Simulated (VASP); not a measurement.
A run of VASP 6.6.1:

INCAR

```
SYSTEM = Ir
PREC     = Accurate       ! precision mode
ENCUT    = 560            ! plane-wave cutoff, eV
EDIFF    = 1E-6           ! SCF threshold, eV
ISMEAR   = 0              ! smearing method
SIGMA    = 0.15           ! smearing width, eV
LREAL    = .False.        ! projectors in reciprocal space
LASPH    = .True.         ! aspherical terms in the spheres
NELM     = 120            ! most SCF steps
ALGO     = Normal         ! electronic algorithm
ISIF     = 2              ! what is computed and relaxed
LWAVE    = .False.        ! write WAVECAR
LCHARG   = .False.        ! write CHGCAR
GGA      = CA             ! functional
NBANDS   = 24             ! bands
GGA_COMPAT= .False.
```

Contents of KPOINTS:

```
regular mesh
0
Gamma
  18 18 10
  0 0 0
```

Contents of POSCAR:

```
Ir
1.0
    2.6421000000      0.0000000000      0.0000000000
   -1.3210500000      2.2881257193      0.0000000000
    0.0000000000      0.0000000000      4.3131000000
Ir
2
Direct
    0.6666666667      0.3333333333      0.7500000000
    0.3333333333      0.6666666667      0.2500000000
```

Potentials or basis: VASP PAW LDA potentials, release 64 (Ir_sv_GW).

The run is started by

```console
$ cat potpaw_LDA.64/Ir_sv_GW/POTCAR > POTCAR
$ mpirun -np 1 vasp_std > vasp.out
```

Hardware: 1 thread of Intel(R) Xeon(R) Platinum 8488C (Sapphire Rapids), with other jobs on the host.

Question: How long does it take, and how much memory?

Answer: Run time: 62 s on 1 thread of Intel(R) Xeon(R) Platinum 8488C (Sapphire Rapids) (shared host), peak memory 0.24 GiB. Counts: scf iterations 12, k points 222.
